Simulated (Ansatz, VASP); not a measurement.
## Two plane-wave programs on VO2

INCAR

```
PREC     = Accurate       # precision mode
ENCUT    = 600            # plane-wave cutoff, eV
EDIFF    = 1E-6           # SCF threshold, eV
ISMEAR   = -1             # smearing method
SIGMA    = 0.05           # smearing width, eV
LREAL    = False          # projectors in reciprocal space
LASPH    = True           # aspherical terms in the spheres
NELM     = 200            # most SCF steps
ALGO     = Normal         # electronic algorithm
ISIF     = 2              # what is computed and relaxed
LWAVE    = False          # write WAVECAR
LCHARG   = False          # write CHGCAR
ISPIN    = 2              # spin polarisation
MAGMOM   = 2 2 0 0 0 0    # initial moments
LORBIT   = 11             # projections on sites
LMAXMIX  = 4              # l up to which the mixer works
GGA      = PE             # functional
NBANDS   = 38             # bands
GGA_COMPAT= False
```

File KPOINTS:

```
Automatic mesh
0
Gamma
  6 6 9
```

POSCAR

```
VO2
1.0
    4.4462864423      0.0000000000      0.0000000000
    0.0000000000      4.4462864423      0.0000000000
    0.0000000000      0.0000000000      3.0033037399
V O
2 4
Direct
    0.5000000000      0.5000000000      0.5000000000
    0.0000000000      0.0000000000      0.0000000000
    0.2003580000      0.7996420000      0.5000000000
    0.7996420000      0.2003580000      0.5000000000
    0.7003580000      0.7003580000      0.0000000000
    0.2996420000      0.2996420000      0.0000000000
```

File input.yaml:

```yaml
crystal:
  lattice:
    - [4.4462864423, 0.0, 0.0]
    - [0.0, 4.4462864423, 0.0]
    - [0.0, 0.0, 3.0033037399]
  atoms:
    - { symbol: V, position: [0.5, 0.5, 0.5], spin: 2.0 }
    - { symbol: V, position: [0.0, 0.0, 0.0], spin: 2.0 }
    - { symbol: O, position: [0.200358, 0.799642, 0.5] }
    - { symbol: O, position: [0.799642, 0.200358, 0.5] }
    - { symbol: O, position: [0.700358, 0.700358, 0.0] }
    - { symbol: O, position: [0.299642, 0.299642, 0.0] }
hamiltonian:
  xc: pbe
  pseudopotentials: { kind: nc, source: spms }
magnetization:
  spin_polarized: true
kpoints:
  mp_grid: { grid: [6, 6, 9] }
scf:
  occupations: { method: fermi_dirac, width: 0.05 }
output:
  forces: true
  stress: true
  eigenvalues: true
```

Alike in both runs: task single point; functional PBE; k mesh 6 × 6 × 9; occupations fermi-dirac, width 0.05 eV; collinear spin.

|  | VASP | Ansatz |
| --- | --- | --- |
| version | VASP 6.6.1 | Ansatz 0.2.0 |
| potentials or method | VASP PAW PBE potentials, release 64 (V_sv, O) | SPMS NC |
| plane-wave cutoff (eV) | 600 | 1034 |
| valence electrons in the cell | 50 | 50 |

```csv
,VASP,Ansatz,Ansatz less VASP
gap on the k mesh at the Fermi level (eV),none,none,-
pressure (GPa),0.7,0.0,-0.65
"traceless stress, the component that is largest in VASP (GPa)",-12.61,-12.51,+0.095
rms of the force components (eV/Å),0.107,0.110,+0.0026
net moment per atom (μB),0.33,0.33,0.000
size of the moment on the site where the two differ most (μB),1.07,0.85,-0.214
```

Site moments also hang on the region over which each program counts them. Atom by atom the forces differ by 0.003 eV/Å (rms over components). A gap of «none» marks a metal or a gap that the smearing closes. With one functional, cell and mesh, what is left measures potentials, basis and numerics.
